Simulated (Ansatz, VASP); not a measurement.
One calculation of GaP, two programs

POSCAR

```
GaP
1.0
    0.0000000000      2.7192250931      2.7192250931
    2.7192250931      0.0000000000      2.7192250931
    2.7192250931      2.7192250931      0.0000000000
Ga P
1 1
Direct
    0.0000000000      0.0000000000      0.0000000000
    0.2500000000      0.2500000000      0.2500000000
```

INCAR.step1

```
SYSTEM = GaP
ALGO = Normal ; EDIFF = 1E-5
ENCUT = 520 ; GGA = PE
ISIF = 2 ; ISMEAR = 0
LASPH = .True. ; LREAL = .False.
LWAVE = .True. ; NBANDS = 16
NELM = 60 ; PREC = Accurate
SIGMA = 0.01
```

The input INCAR.step2:

```
SYSTEM = GaP
AEXX = 0.25 ; ALGO = Normal
EDIFF = 1E-6 ; ENCUT = 520
GGA = PE ; ISIF = 2
ISMEAR = 0 ; ISTART = 1
LASPH = .True. ; LCHARG = .True.
LELF = .True. ; LHFCALC = .True.
LREAL = .False. ; LVHAR = .True.
LWAVE = .False. ; NBANDS = 16
NELM = 60 ; PREC = Accurate
PRECFOCK = Normal ; SIGMA = 0.01
```

Contents of KPOINTS:

```
k-points
0
Gamma
  6 6 6
  0 0 0
```

Input for Ansatz:

```yaml
crystal:
  lattice:
    - [0.0, 2.7192250931, 2.7192250931]
    - [2.7192250931, 0.0, 2.7192250931]
    - [2.7192250931, 2.7192250931, 0.0]
  atoms:
    - { symbol: Ga, position: [0.0, 0.0, 0.0] }
    - { symbol: P, position: [0.25, 0.25, 0.25] }
basis:
  ecutwfc: 420
kpoints:
  mp_grid: { grid: [6, 6, 6] }
  band_path:
    path:
      - [0.0, 0.0, 0.0]
      - [-0.5, -0.5, 0.0]
      - [-0.375, -0.375, 0.25]
      - [-0.375, 0.0, 0.375]
      - [0.0, 0.0, 0.5]
      - [-0.5, -0.25, 0.25]
      - [0.0, 0.429687, 0.429688]
    npoints: 1
hamiltonian:
  xc: pbe0
scf:
  occupations: { method: fixed }
  n_extra_bands: 4
output:
  eigenvalues: true
```

Alike in both runs: task single point; functional PBE0; k mesh 6 × 6 × 6; no spin polarisation.

```csv
,VASP,Ansatz
version,VASP 6.6.1,Ansatz 0.2.0
potentials or method,"VASP PAW PBE potentials, release 64 (Ga_d, P), cutoff 520 eV","scalar-relativistic, plane waves, PAW"
occupations,"gaussian, width 0.01 eV",fixed
valence electrons in the cell,18,18
```

```csv
,VASP,Ansatz,Ansatz less VASP
gap on the k mesh at the Fermi level (eV),2.96,2.94,-0.022
least direct gap on the mesh (eV),3.53,3.51,-0.023
```
